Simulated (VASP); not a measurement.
Input of a VASP 6.6.1 run:

Contents of INCAR:

```
PREC     = Accurate       # precision mode
ENCUT    = 520            # plane-wave cutoff, eV
EDIFF    = 1E-6           # SCF threshold, eV
ISMEAR   = 0              # smearing method
SIGMA    = 0.05           # smearing width, eV
LREAL    = False          # projectors in reciprocal space
LASPH    = True           # aspherical terms in the spheres
NELM     = 100            # most SCF steps
ALGO     = Normal         # electronic algorithm
ISIF     = 2              # what is computed and relaxed
LWAVE    = False          # write WAVECAR
LCHARG   = False          # write CHGCAR
GGA      = PE             # functional
NBANDS   = 16             # bands
```

The input KPOINTS:

```
Automatic mesh
0
Gamma
  10 10 10
```

Contents of POSCAR:

```
GaN
1.0
    0.0000000000      2.2535006075      2.2535006075
    2.2535006075      0.0000000000      2.2535006075
    2.2535006075      2.2535006075      0.0000000000
Ga N
1 1
Direct
    0.0096075568      0.0096075568      0.0096075568
    0.7500000000      0.7500000000      0.7500000000
```

Potentials or basis: VASP PAW PBE potentials, release 64 (Ga_d, N).

Run with:

```console
$ cat potpaw_PBE.64/Ga_d/POTCAR potpaw_PBE.64/N/POTCAR > POTCAR
$ mpirun -np 1 vasp_std > vasp.out
```

**Question.** Predict the band gap on the k mesh.

**Answer.** 1.58 eV, direct.

**Question.** Predict the largest force.

**Answer.** 0.757 eV/Å.

**Question.** Predict the pressure.

**Answer.** 5.6 GPa.

Forces on the atoms (eV/Å):
```
Ga  -0.437 -0.437 -0.437
N    0.437  0.437  0.437
```

Caveat: the cell differs from its parent crystal (all Ga atoms moved -0.075 Å, as atom 1 towards its neighbour atom 2 (N) at 1.952 Å).
